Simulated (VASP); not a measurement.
Set up this calculation in VASP 6.6.1, as the native input.

| Property | Result |
| --- | --- |
| Task | single point |
| Functional | LDA |
| Potentials or basis | VASP PAW LDA potentials, release 64 (Nb_sv) |
| Cutoff | 520 eV |
| k mesh | 24 × 24 × 24 |
| Occupations | fermi-dirac, width 0.08 eV |
| Spin | no spin polarisation |
| Dipole correction | no |
| Further INCAR settings | ALGO = Normal; EDIFF = 1e-06; NBANDS = 12 |

The structure of Nb lies in POSCAR:

```
Nb
1.0
   -1.6239082357      1.6239082357      1.6239082357
    1.6239082357     -1.6239082357      1.6239082357
    1.6239082357      1.6239082357     -1.6239082357
Nb
1
Direct
    0.0000000000      0.0000000000      0.0000000000
```

These files were run (other wordings do the same):

INCAR

```
  PREC = Accurate
  ENCUT = 520
  EDIFF = 1E-6
  ISMEAR = -1
  SIGMA = 0.08
  LREAL = F
  LASPH = T
  NELM = 60
  ALGO = Normal
  ISIF = 2
  LWAVE = F
  LCHARG = T
  LELF = T
  LVHAR = T
  NBANDS = 12
```

KPOINTS

```
regular mesh
0
Gamma
  24 24 24
```

Potentials or basis: VASP PAW LDA potentials, release 64 (Nb_sv).

Run with:

```bash
$ cat potpaw_LDA.64/Nb_sv/POTCAR > POTCAR
$ mpirun -np 1 vasp_std > vasp.out
```

It gave:

```yaml
Pressure: -0.2 GPa
```

It took 44 s on 1 thread of Intel(R) Xeon(R) Platinum 8488C (Sapphire Rapids), on a shared host, peak memory 0.19 GiB.
